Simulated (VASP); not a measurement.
# MoS2 (P6_3/mmc) in VASP: further runs

MoS2 is run at these levels: PBE+D3(BJ); tasks: single point.

Program: VASP 6.6.1. These are calculated values, not measurements. Logs are shortened: lines on timing, memory, paths and dates and some standing lists are left out, and cuts for length are marked.

**Measured values to compare with.**

From “Multiwavelength excitation Raman Scattering Analysis of bulk and 2 dimensional MoS2: Vibrational properties of atomically thin MoS2 layers”, 2015, arxiv:1506.03228, for a bulk crystal of MoS2 at 300 K: band gap 1.3 eV (indirect).

The results are compared with them further down.

## 1. The cell of the first run

The structure is hexagonal, space group P6_3/mmc (No. 194). Conventional cell: a = 3.149 Å, b = 3.149 Å, c = 12.090 Å, α = 90.00°, β = 90.00°, γ = 120.00°. Mo (site symmetry -6m2) has 6 S at 2.40 Å and 6 Mo at 3.15 Å within 3.2 Å. Within 3.2 Å of S (site symmetry 3m) lie 3 Mo at 2.40 Å and 7 S at 3.13 to 3.15 Å.

## 2. Single point, PBE+D3(BJ)

File INCAR:

```
PREC = Accurate
ENCUT = 520
EDIFF = 1E-6
ISMEAR = 0
SIGMA = 0.02
LREAL = F
LASPH = T
NELM = 100
ALGO = Normal
ISIF = 2
LWAVE = F
LCHARG = F
GGA = PE
IVDW = 12
NBANDS = 35
```

File KPOINTS:

```
regular mesh
0
Gamma
  6 6 2
```

File POSCAR:

```
MoS2
1.0
    3.1491697116      0.0000000000      0.0000000000
   -1.5745848558      2.7272609710      0.0000000000
    0.0000000000      0.0000000000     12.0898517559
Mo S
2 4
Direct
    0.3333333333      0.6666666667      0.2500000000
    0.6666666667      0.3333333333      0.7500000000
    0.3333333333      0.6666666667      0.6204901698
    0.6666666667      0.3333333333      0.1204901698
    0.3333333333      0.6666666667      0.8795098302
    0.6666666667      0.3333333333      0.3795098302
```

Potentials or basis: VASP PAW PBE potentials, release 64 (Mo_sv, S).

Run with:

```console
cat potpaw_PBE.64/Mo_sv/POTCAR potpaw_PBE.64/S/POTCAR > POTCAR
mpirun -np 1 vasp_std > vasp.out
```

OUTCAR:

```text
PREC = Accurate
   ENCUT = 520
   EDIFF = 1E-6
   ISMEAR = 0
   LREAL = F
   LASPH = T
   NELM = 100
   ISIF = 2
   GGA = PE
   IVDW = 12
 IVDW          = 12

 ion  position               nearest neighbor table
   1  0.333  0.667  0.250-   4 2.40   6 2.40   4 2.40   6 2.40   4 2.40   6 2.40
   2  0.667  0.333  0.750-   3 2.40   5 2.40   3 2.40   5 2.40   3 2.40   5 2.40
   3  0.333  0.667  0.620-   2 2.40   2 2.40   2 2.40
   4  0.667  0.333  0.120-   1 2.40   1 2.40   1 2.40
   5  0.333  0.667  0.880-   2 2.40   2 2.40   2 2.40
   6  0.667  0.333  0.380-   1 2.40   1 2.40   1 2.40

  LATTYP: Found a hexagonal cell.
 ALAT       =     3.1491697116
 C/A-ratio  =     3.8390600898

  Lattice vectors:

 A1 = (   3.1491697116,   0.0000000000,   0.0000000000)
 A2 = (  -1.5745848558,   2.7272609710,   0.0000000000)
 A3 = (   0.0000000000,   0.0000000000,  12.0898517559)

Analysis of symmetry for initial positions (statically):
=====================================================================
 Subroutine PRICEL returns:
 Original cell was already a primitive cell.

 Routine SETGRP: Setting up the symmetry group for a
 hexagonal supercell.

 Subroutine GETGRP returns: Found 24 space group operations
 (whereof 12 operations were pure point group operations)
 out of a pool of 24 trial point group operations.

The static configuration has the point symmetry D_3d.
 The point group associated with its full space group is D_6h.

Analysis of symmetry for dynamics (positions and initial velocities):
=====================================================================
 Subroutine PRICEL returns:
 Original cell was already a primitive cell.

 Routine SETGRP: Setting up the symmetry group for a
 hexagonal supercell.

 Subroutine GETGRP returns: Found 24 space group operations
 (whereof 12 operations were pure point group operations)
 out of a pool of 24 trial point group operations.

The dynamic configuration has the point symmetry D_3d.
 The point group associated with its full space group is D_6h.

 Subroutine INISYM returns: Found 24 space group operations
 (whereof 12 operations are pure point group operations),
 and found     1 'primitive' translations

----------------------------------------------------------------------------------------

                                     Primitive cell

  volume of cell :     103.8350

  direct lattice vectors                    reciprocal lattice vectors
     3.149169712  0.000000000  0.000000000     0.317544017  0.183334124  0.000000000
    -1.574584856  2.727260971  0.000000000     0.000000000  0.366668247  0.000000000
     0.000000000  0.000000000 12.089851756     0.000000000  0.000000000  0.082714000

  length of vectors
     3.149169712  3.149169712 12.089851756     0.366668247  0.366668247  0.082714000

  position of ions in fractional coordinates (direct lattice)
     0.333333333  0.666666667  0.250000000
     0.666666667  0.333333333  0.750000000
     0.333333333  0.666666667  0.620490170
     0.666666667  0.333333333  0.120490170
     0.333333333  0.666666667  0.879509830
     0.666666667  0.333333333  0.379509830

  ion indices of the primitive-cell ions
   primitive index   ion index
                 1           1
                 2           2
                 3           3
                 4           4
                 5           5
                 6           6

----------------------------------------------------------------------------------------

 KPOINTS: regular mesh

Automatic generation of k-mesh.
 Grid dimensions read from file:
 generate k-points for:    6    6    2

 Generating k-lattice:

  Cartesian coordinates                     Fractional coordinates (reciprocal lattice)
     0.052924003  0.030555687  0.000000000     0.166666667  0.000000000  0.000000000
     0.000000000  0.061111375  0.000000000     0.000000000  0.166666667  0.000000000
     0.000000000  0.000000000  0.041357000     0.000000000  0.000000000  0.500000000

  Length of vectors
     0.061111375  0.061111375  0.041357000

  Shift w.r.t. Gamma in fractional coordinates (k-lattice)
     0.000000000  0.000000000  0.000000000

 Subroutine IBZKPT returns following result:
 ===========================================

 Found     14 irreducible k-points:

 Following reciprocal coordinates:
            Coordinates               Weight
  0.000000  0.000000  0.000000      1.000000
  0.166667  0.000000  0.000000      6.000000
  0.333333  0.000000  0.000000      6.000000
  0.500000  0.000000  0.000000      3.000000
  0.166667  0.166667  0.000000      6.000000
  0.333333  0.166667  0.000000     12.000000
  0.333333  0.333333  0.000000      2.000000
  0.000000  0.000000  0.500000      1.000000
  0.166667  0.000000  0.500000      6.000000
  0.333333  0.000000  0.500000      6.000000
  0.500000  0.000000  0.500000      3.000000
  0.166667  0.166667  0.500000      6.000000
  0.333333  0.166667  0.500000     12.000000
  0.333333  0.333333  0.500000      2.000000
   k-points           NKPTS =     14   k-points in BZ     NKDIM =     14   number of bands    NBANDS=     35
   number of dos      NEDOS =    301   number of ions     NIONS =      6
   total plane-waves  NPLWV =  51840
   dimension x,y,z NGX =    24 NGY =   24 NGZ =   90
   dimension x,y,z NGXF=    48 NGYF=   48 NGZF=  180
   ions per type =               2   4
   NGX,Y,Z   is equivalent  to a cutoff of  12.67, 12.67, 12.38 a.u.
   NGXF,Y,Z  is equivalent  to a cutoff of  25.34, 25.34, 24.75 a.u.
 SYSTEM =  unknown system
   PREC   = accura    normal or accurate (medium, high low for compatibility)
   ISTART =      0    job   : 0-new  1-cont  2-samecut
   ICHARG =      2    charge: 1-file 2-atom 10-const
   ISPIN  =      1    spin polarized calculation?
   LNONCOLLINEAR =      F non collinear calculations
   LSORBIT =      F    spin-orbit coupling
   LASPH  =      T    aspherical Exc in radial PAW
   ENCUT  =  520.0 eV  38.22 Ry    6.18 a.u.   5.86  5.86 22.48*2*pi/ulx,y,z
   NELM   =    100;   NELMIN=  2; NELMDL= -5     # of ELM steps
   EDIFF  = 0.1E-05   stopping-criterion for ELM
   LREAL  =      F    real-space projection
   EDIFFG = 0.1E-04   stopping-criterion for IOM
   NSW    =      0    number of steps for IOM
   IBRION =     -1    ionic relax: 0-MD 1-quasi-New 2-CG
   NFREE  =      0    steps in history (QN), initial steepest desc. (CG)
   ISIF   =      2    stress and relaxation
   ISYM   =      2    0-nonsym 1-usesym 2-fastsym
   POTIM  = 0.5000    time-step for ionic-motion
   TEBEG  =    0.0;   TEEND  =   0.0 temperature during run
   PSTRESS=    0.0 pullay stress
   NELECT =      52.0000    total number of electrons
   NUPDOWN=      -1.0000    fix difference up-down
   EMIN   =  10.00;   EMAX   =-10.00  energy-range for DOS
   EFERMI =   0.00;   METHOD = LEGACY
   ISMEAR =     0;   SIGMA  =   0.02  broadening in eV -4-tet -1-fermi 0-gaus
   EFERMI_NEDOS =   21; number of points for ismear=-14 and -15
   IALGO  =     38    algorithm
   IMIX   =      4    mixing-type and parameters
     AMIX     =   0.40;   BMIX     =  1.00
     AMIX_MAG =   1.60;   BMIX_MAG =  1.00
  volume/ion in A,a.u.               =      17.31       116.79
  Fermi-wavevector in a.u.,A,eV,Ry     =   1.300054  2.456746 22.995753  1.690140
  Thomas-Fermi vector in A             =   2.431278
   LORBIT       =      0    0 simple, 1 ext, 2 COOP (PROOUT), +10 PAW based schemes
   GGA     = PE    functional components
   LHFCALC =     F    Hartree Fock is set to
   AEXX    =    0.0000 exact exchange contribution
   IVDW    =    12    specifies the selected vdW correction
   LEPSILON=     F    determine dielectric tensor
   LRPA    =     F    only Hartree local field effects (RPA)
 non-spin polarized calculation
 Gauss-broadening in eV      SIGMA  =   0.02
  energy-cutoff  :      520.00
  volume of cell :      103.83
 maximum number of plane-waves:      2810
 NGX is ok and might be reduce to    24
   NGX = 11   NGY = 11   NGZ = 45

 number of electron      52.0000003 magnetization

 Free energy of the ion-electron system (eV)
  ---------------------------------------------------
  ext. energy  EPLUGINS =         0.00000000
  ---------------------------------------------------
  free energy    TOTEN  =       -43.54486138 eV

  energy without entropy =      -43.54486138  energy(sigma->0) =      -43.54486138

 E-fermi :   8.0427     XC(G=0): -11.0153

 val. band max:        7.9477499722   @ k =   0.0000   0.0000   0.0000
 cond. band min:       8.7491364976   @ k =   0.1667   0.1667   0.0000
 fundamental gap:      0.8013865253
 Fermi energy:         8.0426838704

 k-point     1 :       0.0000    0.0000    0.0000
  band No.  band energies     occupation
      1     -53.5884      2.00000
      2     -53.5884      2.00000
      3     -27.7546      2.00000
      4     -27.7545      2.00000
      5     -27.5096      2.00000
      6     -27.5096      2.00000
[... 27 lines left out ...]
     34      10.4036      0.00000
     35      13.5884      0.00000

 k-point     2 :       0.1667    0.0000    0.0000
  band No.  band energies     occupation
      1     -53.5776      2.00000
      2     -53.5776      2.00000
      3     -27.7336      2.00000
      4     -27.7335      2.00000
      5     -27.6153      2.00000
      6     -27.6153      2.00000
[... 27 lines left out ...]
     34      10.7481      0.00000
     35      15.1919      0.00000

 k-point     3 :       0.3333    0.0000    0.0000
  band No.  band energies     occupation
      1     -53.5560      2.00000
      2     -53.5560      2.00000
      3     -27.8218      2.00000
      4     -27.8218      2.00000
      5     -27.6915      2.00000
      6     -27.6914      2.00000
[... 27 lines left out ...]
     34      11.5948      0.00000
     35      14.5538      0.00000
[... 343 lines left out ...]
 k-point    13 :       0.3333    0.1667    0.5000
  band No.  band energies     occupation
      1     -53.5452      2.00000
      2     -53.5452      2.00000
      3     -27.8712      2.00000
      4     -27.8712      2.00000
      5     -27.6704      2.00000
      6     -27.6704      2.00000
[... 27 lines left out ...]
     34      11.7845      0.00000
     35      14.5326      0.00000

 k-point    14 :       0.3333    0.3333    0.5000
  band No.  band energies     occupation
      1     -53.5398      2.00000
      2     -53.5398      2.00000
      3     -27.8206      2.00000
      4     -27.8206      2.00000
      5     -27.7740      2.00000
      6     -27.7740      2.00000
[... 27 lines left out ...]
     34      12.1687      0.00000
     35      14.6638      0.00000

------------------------ aborting loop because EDIFF is reached ----------------------------------------

 Edisp (eV)   -2.62537

 E8    (eV) :    -1.0586

  FORCE on cell =-STRESS in cart. coord.  units (eV):
  Direction    XX          YY          ZZ          XY          YZ          ZX
  --------------------------------------------------------------------------------------
  -------------------------------------------------------------------------------------
  Total      -0.07697    -0.07697    -0.10520     0.00000    -0.00000     0.00000
  in kB      -1.18761    -1.18761    -1.62320     0.00000    -0.00000     0.00000
  external pressure =       -1.33 kB  Pullay stress =        0.00 kB

 VOLUME and BASIS-vectors are now :
 -----------------------------------------------------------------------------
  energy-cutoff  :      520.00
  volume of cell :      103.83
      direct lattice vectors                 reciprocal lattice vectors
     3.149169712  0.000000000  0.000000000     0.317544017  0.183334124  0.000000000
    -1.574584856  2.727260971  0.000000000     0.000000000  0.366668247  0.000000000
     0.000000000  0.000000000 12.089851756     0.000000000  0.000000000  0.082714000

 POSITION                                       TOTAL-FORCE (eV/Angst)
 -----------------------------------------------------------------------------------
     -0.00000      1.81817      3.02246         0.000000     -0.000000     -0.000000
      1.57458      0.90909      9.06739        -0.000000      0.000000     -0.000000
     -0.00000      1.81817      7.50163        -0.000000      0.000000      0.007509
      1.57458      0.90909      1.45671         0.000000     -0.000000      0.007509
     -0.00000      1.81817     10.63314        -0.000000      0.000000     -0.007509
      1.57458      0.90909      4.58822         0.000000      0.000000     -0.007509
 -----------------------------------------------------------------------------------
    total drift:                                0.000000     -0.000000      0.000000

  FREE ENERGIE OF THE ION-ELECTRON SYSTEM (eV)
  ---------------------------------------------------
  free  energy   TOTEN  =       -46.1702362824 eV

  energy  without entropy=      -46.1702362824  energy(sigma->0) =      -46.17023628
```

It took 59 s on 1 thread of Intel Xeon 8259CL, shared host; peak memory 0.24 GiB.

What came out:

* Free energy: -46.1702 eV
* Pressure: -0.1 GPa
* Largest force: 0.008 eV/Å
* Band gap on the k mesh: 0.80 eV (least direct gap 1.70 eV)
* Dispersion energy per atom: -0.438 eV

Forces on the atoms (eV/Å):
```
Mo   0.000  0.000  0.000
Mo   0.000  0.000  0.000
S    0.000  0.000  0.008
S    0.000  0.000  0.008
S    0.000  0.000 -0.008
S    0.000  0.000 -0.008
```

## 3. Single point, PBE+D3(BJ)

This run uses another cell than the first one, of 14.94 Å³/atom.

File INCAR:

```
PREC = Accurate ; ENCUT = 520
EDIFF = 1E-6 ; ISMEAR = 0
SIGMA = 0.02 ; LREAL = F
LASPH = T ; NELM = 100
ALGO = Normal ; ISIF = 2
LWAVE = F ; LCHARG = F
GGA = PE ; IVDW = 12
NBANDS = 35
```

File KPOINTS:

```
regular mesh
0
Gamma
  15 15 4
```

File POSCAR:

```
MoS2
1.0
    3.0493199401      0.0000000000      0.0000000000
   -1.5246599700      2.6407885324      0.0000000000
    0.0000000000      0.0000000000     11.1316199390
Mo S
2 4
Direct
    0.3333333333      0.6666666667      0.2500000000
    0.6666666667      0.3333333333      0.7500000000
    0.3333333333      0.6666666667      0.6086152283
    0.6666666667      0.3333333333      0.1086152283
    0.3333333333      0.6666666667      0.8913847717
    0.6666666667      0.3333333333      0.3913847717
```

Potentials or basis: VASP PAW PBE potentials, release 64 (Mo_sv, S).

Run with:

```console
cat potpaw_PBE.64/Mo_sv/POTCAR potpaw_PBE.64/S/POTCAR > POTCAR
mpirun -np 1 vasp_std > vasp.out
```

Run time: 3.9 min. Hardware: 1 thread of Intel Xeon 8259CL, shared host; peak memory 0.35 GiB.

The run converged. Its results:

```
Free energy                : -45.6778 eV
Pressure                   : 13.5 GPa
Largest force              : 0.021 eV/Å
Band gap on the k mesh     : 0.22 eV (least direct gap 1.51 eV)
Dispersion energy per atom : -0.511 eV
```

Forces on the atoms (eV/Å):
```
Mo   0.000  0.000  0.000
Mo   0.000  0.000  0.000
S    0.000  0.000  0.021
S    0.000  0.000  0.021
S    0.000  0.000 -0.021
S    0.000  0.000 -0.021
```

Stress tensor (GPa, compression positive):
```
13.55  0.00  0.00
 0.00 13.55  0.00
 0.00  0.00 13.46
```

Levels at points of the mesh, in eV from the valence-band top:
| k point | band 23 | band 24 | band 25 | band 26 | band 27 | band 28 | band 29 | band 30 |
| --- | --- | --- | --- | --- | --- | --- | --- | --- |
| (0.00, 0.00, 0.00) | -2.34 | -2.04 | -0.64 | 0.00 | 1.81 | 1.81 | 1.90 | 1.90 |
| (0.00, 0.00, 0.50) | -2.44 | -2.44 | -0.19 | -0.19 | 1.84 | 1.84 | 1.84 | 1.84 |

Caveat: the cell stands under pressure; an odd mesh through Γ misses points on the zone boundary, where band edges can lie.

## 4. Against experiment

Step 2. A measured gap of MoS2 is 1.3 eV (indirect; 300 K; “Multiwavelength excitation Raman Scattering Analysis of bulk and 2 dimensional MoS2: Vibrational properties of atomically thin MoS2 layers”, 2015, arxiv:1506.03228); the calculated 0.80 eV misses it by -0.50 eV. Spin-orbit coupling on Mo is left out. The value is that of PBE+D3(BJ) on a finite k mesh, which can miss the band edges, without temperature or zero-point motion. Semilocal functionals fall short of measured gaps as a rule.
